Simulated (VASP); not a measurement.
KC2S2N2: single point with PBEsol

KC2S2N2:

```xyz
7
Lattice="0.0000 4.1506 0.0000 5.8953 -2.0753 0.0000 1.7751 0.0000 -6.6072" Properties=species:S:1:pos:R:3 pbc="T T T"
K     0.0000    0.0000    0.0000
C     4.4302    2.0753   -5.1404
C     3.2402    0.0000   -1.4668
N     5.7019    2.0753   -5.4405
N     1.9685    0.0000   -1.1667
S     2.6020    2.0753   -4.8444
S     5.0684    0.0000   -1.7628
```

```yaml
Program: VASP 6.6.1
Task: single point
Functional: PBEsol
Potentials_or_basis: VASP PAW PBE potentials, release 64 (K_sv, C, N, S)
Cutoff: 520 eV
k_mesh: 5 × 5 × 3
Occupations: tetrahedron
Spin: no spin polarisation
```

The pressure is -7.6 GPa and the largest force is 10.604 eV/Å.

Forces in eV/Å, atoms in the order of the input:
```
K     0.000   0.000   0.000
C     4.155   0.000  -1.429
C    -4.155   0.000   1.429
N   -10.120   0.000   3.166
N    10.120   0.000  -3.166
S     4.690   0.000   0.163
S    -4.690   0.000  -0.163
```

Stress tensor (GPa, compression positive):
```
-30.20   0.00   5.06
  0.00   3.70   0.00
  5.06   0.00   3.59
```

Levels at points of the mesh, in eV from the Fermi level:
```
           k point  band 16  band 17  band 18  band 19  band 20  band 21  band 22  band 23
(0.00, 0.00, 0.00)    -1.76    -0.49    -0.25    -0.05     0.00     3.85     4.22     4.52
```

It took 2.2 min on 1 thread of AMD EPYC 7R13 Processor (Zen 3), with other jobs on the host, peak memory 0.3 GiB.

Caveat: the PAW data sets were made with another functional, which shifts forces and pressure a little; tetrahedron occupations give inexact forces and stress in metals.
